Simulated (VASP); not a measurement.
Here is a VASP 6.6.1 calculation.

File INCAR:

```
PREC = Accurate ; ENCUT = 520
EDIFF = 1E-6 ; ISMEAR = 1
SIGMA = 0.1 ; LREAL = False
LASPH = True ; NELM = 60
ALGO = Normal ; ISIF = 2
LWAVE = False ; LCHARG = False
NBANDS = 40
```

Contents of KPOINTS:

```
regular mesh
0
Gamma
  6 6 6
```

File POSCAR:

```
YPt2
1.0
    0.0000000000      3.7701078660      3.7701078660
    3.7701078660      0.0000000000      3.7701078660
    3.7701078660      3.7701078660      0.0000000000
Y Pt
2 4
Direct
    0.0000000000      0.0000000000      0.0000000000
    0.2500000000      0.2500000000      0.2500000000
    0.6250000000      0.6250000000      0.6250000000
    0.1250000000      0.6250000000      0.6250000000
    0.6250000000      0.6250000000      0.1250000000
    0.6250000000      0.1250000000      0.6250000000
```

Potentials or basis: VASP PAW LDA potentials, release 64 (Y_sv, Pt).

Launch:

```console
$ cat potpaw_LDA.64/Y_sv/POTCAR potpaw_LDA.64/Pt/POTCAR > POTCAR
$ mpirun -np 1 vasp_std > vasp.out
```

(1) What does it give for the pressure?

(2) Estimate the band gap on the k mesh.

## Answers

(1) 0.4 GPa.

(2) zero (bands 31 and 32 overlap by 0.79 eV).

Caveat: spin-orbit coupling is left out, which moves the levels of the heavy elements.
